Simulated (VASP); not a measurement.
# InP (F-43m) in VASP: single point with PBEsol

Aim: the single point of InP with PBEsol.

Everything below comes from runs of VASP 6.6.1. Logs are shortened: lines on timing, memory, paths and dates and some standing lists are left out, and cuts for length are marked.

### 1 The cell of the first run

The structure is cubic, space group F-43m (No. 216). The conventional cell has a = 5.861 Å, b = 5.861 Å, c = 5.861 Å, α = 90.00°, β = 90.00°, γ = 90.00°. In (site symmetry -43m) has 4 P at 2.54 Å within 3.3 Å. Within 3.3 Å of P (site symmetry -43m) lie 4 In at 2.54 Å.

### 2 Single point, PBEsol

Contents of INCAR:

```
PREC = Accurate
ENCUT = 500
EDIFF = 1E-6
ISMEAR = 0
SIGMA = 0.01
LREAL = F
LASPH = T
NELM = 120
ALGO = Normal
ISIF = 2
LWAVE = F
LCHARG = F
GGA = PS
NBANDS = 16
GGA_COMPAT = F
```

Contents of KPOINTS:

```
regular mesh
0
Gamma
  3 3 3
```

Contents of POSCAR:

```
InP
1.0
    4.1443530000      0.0000000000      0.0000000000
    2.0721765000      3.5891149803      0.0000000000
    2.0721765000      1.1963716601      3.3838500547
In P
1 1
Direct
    0.0000000000      0.0000000000      0.0000000000
    0.2500000000      0.2500000000      0.2500000000
```

Potentials or basis: VASP PAW PBE potentials, release 64 (In_d, P).

Run with:

```console
$ cat potpaw_PBE.64/In_d/POTCAR potpaw_PBE.64/P/POTCAR > POTCAR
$ mpirun -np 1 vasp_std > vasp.out
```

OUTCAR:

```text
PREC = Accurate
   ENCUT = 500
   EDIFF = 1E-6
   ISMEAR = 0
   LREAL = F
   LASPH = T
   NELM = 120
   ISIF = 2
   GGA = PS

 ion  position               nearest neighbor table
   1  0.000  0.000  0.000-   2 2.54   2 2.54   2 2.54   2 2.54
   2  0.250  0.250  0.250-   1 2.54   1 2.54   1 2.54   1 2.54

  LATTYP: Found a face centered cubic cell.
 ALAT       =     5.8610002199

  Lattice vectors:

 A1 = (   4.1443530000,   0.0000000000,   0.0000000000)
 A2 = (   2.0721765000,   3.5891149803,   0.0000000000)
 A3 = (   2.0721765000,   1.1963716601,   3.3838500547)

Analysis of symmetry for initial positions (statically):
=====================================================================
 Subroutine PRICEL returns:
 Original cell was already a primitive cell.

 Routine SETGRP: Setting up the symmetry group for a
 face centered cubic supercell.

 Subroutine GETGRP returns: Found 24 space group operations
 (whereof 24 operations were pure point group operations)
 out of a pool of 48 trial point group operations.

The static configuration has the point symmetry T_d .

Analysis of symmetry for dynamics (positions and initial velocities):
=====================================================================
 Subroutine PRICEL returns:
 Original cell was already a primitive cell.

 Routine SETGRP: Setting up the symmetry group for a
 face centered cubic supercell.

 Subroutine GETGRP returns: Found 24 space group operations
 (whereof 24 operations were pure point group operations)
 out of a pool of 48 trial point group operations.

The dynamic configuration has the point symmetry T_d .

 Subroutine INISYM returns: Found 24 space group operations
 (whereof 24 operations are pure point group operations),
 and found     1 'primitive' translations

----------------------------------------------------------------------------------------

                                     Primitive cell

  volume of cell :      50.3333

  direct lattice vectors                    reciprocal lattice vectors
     4.144353000  0.000000000  0.000000000     0.241292187 -0.139310109 -0.098507123
     2.072176500  3.589114980  0.000000000     0.000000000  0.278620218 -0.098507123
     2.072176500  1.196371660  3.383850055     0.000000000  0.000000000  0.295521369

  length of vectors
     4.144353000  4.144353000  4.144353000     0.295521369  0.295521369  0.295521369

  position of ions in fractional coordinates (direct lattice)
     0.000000000  0.000000000  0.000000000
     0.250000000  0.250000000  0.250000000

  ion indices of the primitive-cell ions
   primitive index   ion index
                 1           1
                 2           2

----------------------------------------------------------------------------------------

 KPOINTS: regular mesh

Automatic generation of k-mesh.
 Grid dimensions read from file:
 generate k-points for:    3    3    3

 Generating k-lattice:

  Cartesian coordinates                     Fractional coordinates (reciprocal lattice)
     0.080430729 -0.046436703 -0.032835708     0.333333333  0.000000000 -0.000000000
     0.000000000  0.092873406 -0.032835708     0.000000000  0.333333333  0.000000000
     0.000000000  0.000000000  0.098507123     0.000000000  0.000000000  0.333333333

  Length of vectors
     0.098507123  0.098507123  0.098507123

  Shift w.r.t. Gamma in fractional coordinates (k-lattice)
     0.000000000  0.000000000  0.000000000

 Subroutine IBZKPT returns following result:
 ===========================================

 Found      4 irreducible k-points:

 Following reciprocal coordinates:
            Coordinates               Weight
  0.000000  0.000000  0.000000      1.000000
  0.333333  0.000000  0.000000      8.000000
  0.333333  0.333333  0.000000      6.000000
 -0.333333  0.333333  0.000000     12.000000
   k-points           NKPTS =      4   k-points in BZ     NKDIM =      4   number of bands    NBANDS=     16
   number of dos      NEDOS =    301   number of ions     NIONS =      2
   total plane-waves  NPLWV =  27000
   dimension x,y,z NGX =    30 NGY =   30 NGZ =   30
   dimension x,y,z NGXF=    60 NGYF=   60 NGZF=   60
   ions per type =               1   1
   NGX,Y,Z   is equivalent  to a cutoff of  12.03, 12.03, 12.03 a.u.
   NGXF,Y,Z  is equivalent  to a cutoff of  24.07, 24.07, 24.07 a.u.
 SYSTEM =  unknown system
   PREC   = accura    normal or accurate (medium, high low for compatibility)
   ISTART =      0    job   : 0-new  1-cont  2-samecut
   ICHARG =      2    charge: 1-file 2-atom 10-const
   ISPIN  =      1    spin polarized calculation?
   LNONCOLLINEAR =      F non collinear calculations
   LSORBIT =      F    spin-orbit coupling
   LASPH  =      T    aspherical Exc in radial PAW
   ENCUT  =  500.0 eV  36.75 Ry    6.06 a.u.   7.56  7.56  7.56*2*pi/ulx,y,z
   NELM   =    120;   NELMIN=  2; NELMDL= -5     # of ELM steps
   EDIFF  = 0.1E-05   stopping-criterion for ELM
   LREAL  =      F    real-space projection
   EDIFFG = 0.1E-04   stopping-criterion for IOM
   NSW    =      0    number of steps for IOM
   IBRION =     -1    ionic relax: 0-MD 1-quasi-New 2-CG
   NFREE  =      0    steps in history (QN), initial steepest desc. (CG)
   ISIF   =      2    stress and relaxation
   ISYM   =      2    0-nonsym 1-usesym 2-fastsym
   POTIM  = 0.5000    time-step for ionic-motion
   TEBEG  =    0.0;   TEEND  =   0.0 temperature during run
   PSTRESS=    0.0 pullay stress
   NELECT =      18.0000    total number of electrons
   NUPDOWN=      -1.0000    fix difference up-down
   EMIN   =  10.00;   EMAX   =-10.00  energy-range for DOS
   EFERMI =   0.00;   METHOD = LEGACY
   ISMEAR =     0;   SIGMA  =   0.01  broadening in eV -4-tet -1-fermi 0-gaus
   EFERMI_NEDOS =   21; number of points for ismear=-14 and -15
   IALGO  =     38    algorithm
   IMIX   =      4    mixing-type and parameters
     AMIX     =   0.40;   BMIX     =  1.00
     AMIX_MAG =   1.60;   BMIX_MAG =  1.00
  volume/ion in A,a.u.               =      25.17       169.83
  Fermi-wavevector in a.u.,A,eV,Ry     =   1.162021  2.195901 18.371845  1.350292
  Thomas-Fermi vector in A             =   2.298587
   LORBIT       =      0    0 simple, 1 ext, 2 COOP (PROOUT), +10 PAW based schemes
   GGA     = PS    functional components
   LHFCALC =     F    Hartree Fock is set to
   AEXX    =    0.0000 exact exchange contribution
   IVDW    =     0    specifies the selected vdW correction
   LEPSILON=     F    determine dielectric tensor
   LRPA    =     F    only Hartree local field effects (RPA)
 non-spin polarized calculation
 Gauss-broadening in eV      SIGMA  =   0.01
  energy-cutoff  :      500.00
  volume of cell :       50.33
 maximum number of plane-waves:      1283
 NGX is ok and might be reduce to    30
   NGX = 15   NGY = 15   NGZ = 15

 number of electron      18.0000009 magnetization

 Free energy of the ion-electron system (eV)
  ---------------------------------------------------
  ext. energy  EPLUGINS =         0.00000000
  ---------------------------------------------------
  free energy    TOTEN  =        -8.73586676 eV

  energy without entropy =       -8.73586676  energy(sigma->0) =       -8.73586676

 E-fermi :   5.3022     XC(G=0):  -9.4277

 val. band max:        5.2198240956   @ k =   0.0000   0.0000   0.0000
 cond. band min:       5.7922789328   @ k =   0.0000   0.0000   0.0000
 fundamental gap:      0.5724548371
 Fermi energy:         5.3022012965

 k-point     1 :       0.0000    0.0000    0.0000
  band No.  band energies     occupation
      1      -9.0640      2.00000
      2      -9.0640      2.00000
      3      -9.0640      2.00000
      4      -8.9159      2.00000
      5      -8.9159      2.00000
      6      -6.3462      2.00000
      7       5.2198      2.00000
      8       5.2198      2.00000
      9       5.2198      2.00000
     10       5.7923      0.00000
     11       9.1439      0.00000
     12       9.1439      0.00000
     13       9.1439      0.00000
     14      13.5156      0.00000
     15      14.5807      0.00000
     16      14.5807      0.00000

 k-point     2 :       0.3333    0.0000    0.0000
  band No.  band energies     occupation
      1      -9.1511      2.00000
      2      -9.0320      2.00000
      3      -9.0320      2.00000
      4      -8.9087      2.00000
      5      -8.9087      2.00000
      6      -5.2074      2.00000
      7       0.5496      2.00000
      8       4.4164      2.00000
      9       4.4164      2.00000
     10       6.7169      0.00000
     11       9.9341      0.00000
     12       9.9341      0.00000
     13      11.3552      0.00000
     14      13.8541      0.00000
     15      14.1892      0.00000
     16      14.1892      0.00000

 k-point     3 :       0.3333    0.3333    0.0000
  band No.  band energies     occupation
      1      -9.2047      2.00000
      2      -8.9862      2.00000
      3      -8.9862      2.00000
      4      -8.9536      2.00000
      5      -8.8893      2.00000
      6      -4.8209      2.00000
      7       0.6756      2.00000
      8       3.2614      2.00000
      9       3.2614      2.00000
     10       7.0662      0.00000
     11       7.9174      0.00000
     12      12.6989      0.00000
     13      12.6989      0.00000
     14      12.7408      0.00000
     15      15.4792      0.00000
     16      18.3444      0.00000

 k-point     4 :      -0.3333    0.3333    0.0000
  band No.  band energies     occupation
      1      -9.2005      2.00000
      2      -9.0038      2.00000
      3      -8.9842      2.00000
      4      -8.9302      2.00000
      5      -8.9038      2.00000
      6      -4.0590      2.00000
      7      -0.3811      2.00000
      8       1.7236      2.00000
      9       3.4989      2.00000
     10       7.6562      0.00000
     11      10.2158      0.00000
     12      11.8908      0.00000
     13      12.1824      0.00000
     14      13.0025      0.00000
     15      14.3073      0.00000
     16      18.1997      0.00000

------------------------ aborting loop because EDIFF is reached ----------------------------------------

  FORCE on cell =-STRESS in cart. coord.  units (eV):
  Direction    XX          YY          ZZ          XY          YZ          ZX
  --------------------------------------------------------------------------------------
  -------------------------------------------------------------------------------------
  Total        0.4607790      0.4607790      0.4607790     -0.0000000     -0.0000000      0.0000000
  in kB       14.6672281     14.6672281     14.6672281     -0.0000000     -0.0000000      0.0000000
  external PRESSURE =      14.6672281 kB  Pullay stress =       0.0000000 kB

 VOLUME and BASIS-vectors are now :
 -----------------------------------------------------------------------------
  energy-cutoff  :      500.00
  volume of cell :       50.33
      direct lattice vectors                 reciprocal lattice vectors
     4.144353000  0.000000000  0.000000000     0.241292187 -0.139310109 -0.098507123
     2.072176500  3.589114980  0.000000000     0.000000000  0.278620218 -0.098507123
     2.072176500  1.196371660  3.383850055     0.000000000  0.000000000  0.295521369

 POSITION                                       TOTAL-FORCE (eV/Angst)
 -----------------------------------------------------------------------------------
      0.00000      0.00000      0.00000         0.000000     -0.000000      0.000000
      2.07218      1.19637      0.84596        -0.000000      0.000000     -0.000000
 -----------------------------------------------------------------------------------
    total drift:                                0.000000      0.000000      0.000000

  FREE ENERGIE OF THE ION-ELECTRON SYSTEM (eV)
  ---------------------------------------------------
  free  energy   TOTEN  =        -8.7358667556 eV

  energy  without entropy=       -8.7358667556  energy(sigma->0) =       -8.73586676
```

Wall time 12 s (1 thread of Intel Xeon 8259CL, shared host); peak memory 0.16 GiB.

Results:

- Free energy: -8.7359 eV
- Pressure: 1.5 GPa
- Band gap on the k mesh: 0.57 eV, direct

Caveat: the k points lie up to 0.62 Å⁻¹ apart; the PAW data sets were made with another functional, which shifts forces and pressure a little; spin-orbit coupling is left out, which moves the levels of the heavy elements. PBEsol gaps usually lie below the measured ones, often by a third to a half.
